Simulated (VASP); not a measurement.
Here is a VASP 6.6.1 calculation.

The input INCAR:

```
SYSTEM = MoS2
PREC = Accurate
ENCUT = 520
EDIFF = 1E-7
ISMEAR = 1
SIGMA = 0.25
LREAL = .FALSE.
LASPH = .TRUE.
NELM = 80
ALGO = Normal
ISIF = 2
LWAVE = .FALSE.
LCHARG = .FALSE.
NBANDS = 20
```

The input KPOINTS:

```
Automatic mesh
0
G
  12 12 12
  0 0 0
```

File POSCAR:

```
MoS2
1.0
    1.5855000000      0.9153888500      6.1149966700
   -1.5855000000      0.9153888500      6.1149966700
    0.0000000000     -1.8307777000      6.1149966700
Mo S
1 2
Direct
    0.0000000000      0.0000000000      0.0000000000
    0.7499999996      0.7499999996      0.7499999996
    0.2499999999      0.2499999999      0.2499999999
```

Potentials or basis: VASP PAW LDA potentials, release 64 (Mo_sv, S).

The run is started by

```sh
$ cat potpaw_LDA.64/Mo_sv/POTCAR potpaw_LDA.64/S/POTCAR > POTCAR
$ mpirun -np 1 vasp_std > vasp.out
```

**Question.** Estimate the band gap on the k mesh.

**Answer.** Zero (band 13 reaches 8.03 eV, above the bottom of band 14 at 7.30 eV).

**Question.** What does it give for the pressure?

**Answer.** 0.2 GPa.

Stress tensor (GPa, compression positive):
```
-1.34  0.00  0.00
 0.00 -1.34  0.00
 0.00  0.00  3.20
```
